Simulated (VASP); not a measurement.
Runs of VASP 6.6.1 on Sn. The structure is that of space group I4/mmm (No. 139), or close to it. The cells are those of the table. 

```tsv
cell	further INCAR settings	gap on the mesh (eV)	pressure (GPa)
a = 3.447 Å, angles 113.3, 113.3, 102.1°, 1 atom	ALGO = Fast; EDIFF = 1e-06; NBANDS = 13	none	-4.8
a = 3.238 Å, angles 114.4, 114.4, 100.0°, 1 atom	ALGO = Fast; EDIFF = 1e-06; NBANDS = 13	none	(b)
a = 3.261 Å, angles 112.0, 112.0, 104.6°, 1 atom	ALGO = Fast; EDIFF = 1e-07; NBANDS = 13	none	(a)
a = 3.426 Å, angles 115.7, 115.6, 97.7°, 1 atom	ALGO = Fast; EDIFF = 1e-07; NBANDS = 13	none	-4.6
a = 3.280 Å, angles 118.2, 118.2, 93.2°, 1 atom	ALGO = Fast; EDIFF = 1e-06; NBANDS = 13	none	2.6
```

Alike in all rows: task single point; level PBE+D3(BJ); potentials or basis VASP PAW PBE potentials, release 64 (Sn_d); no spin polarisation; k mesh 24 × 24 × 24; cutoff (eV) 520; smearing gaussian 0.15 eV.

Fill in the values left out.

(a) -0.2; (b) 2.2.

Caveats: spin-orbit coupling is left out, which moves the levels of the heavy elements; the cell stands under tension (at least some runs).

A k mesh can miss the band edges, and the runs leave out spin-orbit coupling on Sn.

A gap of «none» marks levels without a gap at the run's occupations.
